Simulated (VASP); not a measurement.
Ta, 1 atom in the cell. It takes space group Im-3m (No. 229, cubic). Conventional cell: a = 3.321 Å, b = 3.321 Å, c = 3.321 Å, α = 90.00°, β = 90.00°, γ = 90.00°. Ta (site symmetry m-3m) has 14 Ta at 2.88 to 3.32 Å within 3.8 Å. 

```yaml
Program: VASP 6.6.1
Task: single point
Functional: PBE
Potentials_or_basis: VASP PAW PBE potentials, release 64 (Ta_pv)
Cutoff: 520 eV
k_mesh: 32 × 32 × 32
Occupations: gaussian, width 0.3 eV
Spin: no spin polarisation
Dipole_correction: no
Further_INCAR_settings: ALGO = Fast; EDIFF = 1e-06; NBANDS = 12
```

Potentials or basis: VASP PAW PBE potentials, release 64 (Ta_pv).

The run is started by

```bash
$ cat potpaw_PBE.64/Ta_pv/POTCAR > POTCAR
$ mpirun -np 1 vasp_std > vasp.out
```

Hardware: 1 thread of Intel(R) Xeon(R) 6975P-C (Granite Rapids) (shared host).

Problem. Estimate the wall time of this run.

Solution. Wall time 56 s on 1 thread of Intel(R) Xeon(R) 6975P-C (Granite Rapids), with other jobs on the host, peak memory 0.31 GiB. Counts: scf iterations 12, k points 897.
